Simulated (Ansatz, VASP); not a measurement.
## Two plane-wave programs on ZnO

INCAR

```
SYSTEM = ZnO
PREC     = Accurate       ! precision mode
ENCUT    = 1340           ! plane-wave cutoff, eV
EDIFF    = 1E-6           ! SCF threshold, eV
ISMEAR   = -1             ! smearing method
SIGMA    = 0.05           ! smearing width, eV
LREAL    = .FALSE.        ! projectors in reciprocal space
LASPH    = .TRUE.         ! aspherical terms in the spheres
NELM     = 120            ! most SCF steps
ALGO     = Normal         ! electronic algorithm
ISIF     = 2              ! what is computed and relaxed
LWAVE    = .FALSE.        ! write WAVECAR
LCHARG   = .FALSE.        ! write CHGCAR
GGA      = PS             ! functional
NBANDS   = 26             ! bands
GGA_COMPAT= .FALSE.
```

KPOINTS

```
Automatic mesh
0
G
  5 5 3
  0 0 0
```

The input POSCAR:

```
ZnO
1.0
    3.2493080000      0.0000000000      0.0000000000
   -1.6246540000      2.8139832727      0.0000000000
    0.0000000000      0.0000000000      5.2057090000
Zn O
2 2
Direct
    0.6666666667      0.3333333333      0.0000000000
    0.3333333333      0.6666666667      0.5000000000
    0.3333333333      0.6666666667      0.8790100000
    0.6666666667      0.3333333333      0.3790100000
```

The input input.yaml:

```yaml
crystal:
  lattice:
    - [3.249308, 0.0, 0.0]
    - [-1.624654, 2.8139832727, 0.0]
    - [0.0, 0.0, 5.205709]
  atoms:
    - { symbol: Zn, position: [0.6666666667, 0.3333333333, 0.0] }
    - { symbol: Zn, position: [0.3333333333, 0.6666666667, 0.5] }
    - { symbol: O, position: [0.3333333333, 0.6666666667, 0.87901] }
    - { symbol: O, position: [0.6666666667, 0.3333333333, 0.37901] }
hamiltonian:
  xc: pbesol
  pseudopotentials: { kind: paw }
kpoints:
  mp_grid: { grid: [5, 5, 3] }
  band_path:
    path:
      - [[0.0, 0.0, 0.0], [0.5, 0.0, 0.0], [0.3333333333, 0.3333333333, 0.0], [0.0, 0.0, 0.0], [0.0, 0.0, 0.5], [0.5, 0.0, 0.5], [0.3333333333, 0.3333333333, 0.5], [0.0, 0.0, 0.5]]
      - [[0.5, 0.0, 0.5], [0.5, 0.0, 0.0]]
      - [[0.3333333333, 0.3333333333, 0.0], [0.3333333333, 0.3333333333, 0.5]]
    npoints: 14
scf:
  occupations: { method: fermi_dirac, width: 0.05 }
  n_extra_bands: 10
output:
  forces: true
  stress: true
  eigenvalues: true
  fatbands: false
  write_density: true
  write_potential: true
  elf: true
  volumetric_format: npy
```

Alike in both runs: functional PBEsol; k mesh 5 × 5 × 3; occupations fermi-dirac, width 0.05 eV; no spin polarisation.

```csv
,VASP,Ansatz
version,VASP 6.6.1,Ansatz 0.2.0
potentials or method,"VASP PAW PBE potentials, release 64 (Zn, O_h)",Ansatz PAW
plane-wave cutoff (eV),1340,420
valence electrons in the cell,36,36
task,single point,band structure
```

```tsv
	VASP	Ansatz	Ansatz less VASP
gap on the k mesh at the Fermi level (eV)	0.68	0.70	+0.012
least direct gap on the mesh (eV)	0.68	0.70	+0.012
pressure (GPa)	-0.7	-1.5	-0.80
traceless stress, the component that is largest in VASP (GPa)	1.09	1.05	-0.032
rms of the force components (eV/Å)	0.037	0.036	-0.0018
```

VASP's potentials were made for PBE, not for PBEsol. Atom by atom the forces differ by 0.002 eV/Å (rms over components).

The k mesh is coarse, so the values compare programs but aren't converged.
